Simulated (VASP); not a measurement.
**CoO: single point with LDA**

CoO:

```
CELL_PARAMETERS angstrom
0.00000 2.15955 2.15955
2.15955 0.00000 2.15955
2.15955 2.15955 0.00000
ATOMIC_POSITIONS crystal
Co 0.00000 0.00000 0.00000
O 0.50000 0.50000 0.50000
```

| Quantity | Value |
| --- | --- |
| Program | VASP 6.6.1 |
| Task | single point |
| Functional | LDA |
| Potentials or basis | VASP PAW LDA potentials, release 64 (Co, O) |
| Cutoff | 520 eV |
| k mesh | 11 × 11 × 11 |
| Occupations | fermi-dirac, width 0.05 eV |
| Spin | collinear spin, ferromagnetic start |
| Starting moments | [2.0, 0.0] μB |
| Dipole correction | no |
| Further INCAR settings | ALGO = Normal; EDIFF = 1e-07; NBANDS = 18 |

```json
{
  "Pressure": "-24.7 GPa",
  "Net moment": "2.87 μB per cell",
  "Site moments": "Co +2.49; O +0.32 μB",
  "Valence electrons inside the program's atomic spheres": "Co 7.77; O 4.91"
}
```

Levels at points of the mesh, in eV from the Fermi level:
Spin up:
```csv
k point,band 6,band 7,band 8,band 9,band 10,band 11,band 12,band 13
"(0.00, 0.00, 0.00)",-2.96,-2.95,-2.95,-2.95,0.74,16.50,17.62,17.62
```
Spin down:
```tsv
k point	band 4	band 5	band 6	band 7	band 8	band 9
(0.00, 0.00, 0.00)	-2.52	-1.00	-1.00	-1.00	-0.37	-0.37
```

Wall time 37 s on 1 thread of Intel(R) Xeon(R) 6975P-C (Granite Rapids), with other jobs on the host, peak memory 0.15 GiB.

Caveat: the cell stands under tension; a cell with one magnetic atom can't hold antiferromagnetic order, which such compounds often take; semilocal functionals often make such compounds metallic where correlation or magnetic order opens a gap, which also shifts bond lengths. With open d or f shells a metallic result of LDA can be an artefact of self-interaction; +U or a hybrid may open a gap.
